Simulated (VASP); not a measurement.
Write the native input for VASP 6.6.1 that does the following.

```yaml
Task: relaxation of cell and atoms
Functional: PBE
Potentials_or_basis: VASP PAW PBE potentials, release 64 (Si, S)
Cutoff: 600 eV
k_mesh: 12 × 12 × 6
Occupations: gaussian, width 0.1 eV
Spin: no spin polarisation
Dipole_correction: no
Further_INCAR_settings: ALGO = Normal; EDIFF = 1e-07; IBRION = 2; EDIFFG = -0.01; NSW = 100; ISIF = 3
```

The structure of Si4S lies in POSCAR:

```
Si4S
1.0
    4.0014376101      0.0000000000      0.0000000000
   -2.0007188050      3.4653466220      0.0000000000
    0.0000000000      0.0000000000      6.9095706969
Si S
4 1
Direct
    0.3333333333      0.6666666667      0.7049001644
    0.6666666667      0.3333333333      0.7049001644
    0.6666666667      0.3333333333      0.2950998356
    0.3333333333      0.6666666667      0.2950998356
    0.0000000000      0.0000000000      0.0000000000
```

These files were run (other wordings do the same):

INCAR

```
SYSTEM = Si4S
PREC     = Accurate       ! precision mode
ENCUT    = 600            ! plane-wave cutoff, eV
EDIFF    = 1E-7           ! SCF threshold, eV
ISMEAR   = 0              ! smearing method
SIGMA    = 0.1            ! smearing width, eV
LREAL    = .FALSE.        ! projectors in reciprocal space
LASPH    = .TRUE.         ! aspherical terms in the spheres
NELM     = 100            ! most SCF steps
ALGO     = Normal         ! electronic algorithm
ISIF     = 3              ! what is computed and relaxed
LWAVE    = .FALSE.        ! write WAVECAR
LCHARG   = .FALSE.        ! write CHGCAR
GGA      = PE             ! functional
IBRION   = 2              ! ionic algorithm
NSW      = 100            ! ionic steps
EDIFFG   = -0.01          ! ionic threshold
```

KPOINTS

```
Automatic mesh
0
G
  12 12 6
  0 0 0
```

Potentials or basis: VASP PAW PBE potentials, release 64 (Si, S).

Launch:

```console
$ cat potpaw_PBE.64/Si/POTCAR potpaw_PBE.64/S/POTCAR > POTCAR
$ mpirun -np 1 vasp_std > vasp.out
```

Results of the run:

| Quantity | Value |
| --- | --- |
| Relaxed volume | 18.86 Å³/atom |
| Relaxed cell | a = 4.032 Å, b = 4.032 Å, c = 6.699 Å, α = 90.00°, β = 90.00°, γ = 120.00° |
| Space group after relaxing (to 0.05 Å) | P6/mmm (No. 191) |
| Energy gained by relaxing | 4.6 meV/atom |
| Ionic steps | 11 |
| Pressure after relaxing | 0.0 GPa |
| Band gap on the k mesh | zero (band 11 reaches 7.69 eV, above the bottom of band 12 at 5.14 eV) |

Wall time 8.4 min on 1 thread of Intel(R) Xeon(R) Platinum 8259CL CPU @ 2.50GHz (Skylake/Cascade Lake) (shared host), peak memory 0.3 GiB.
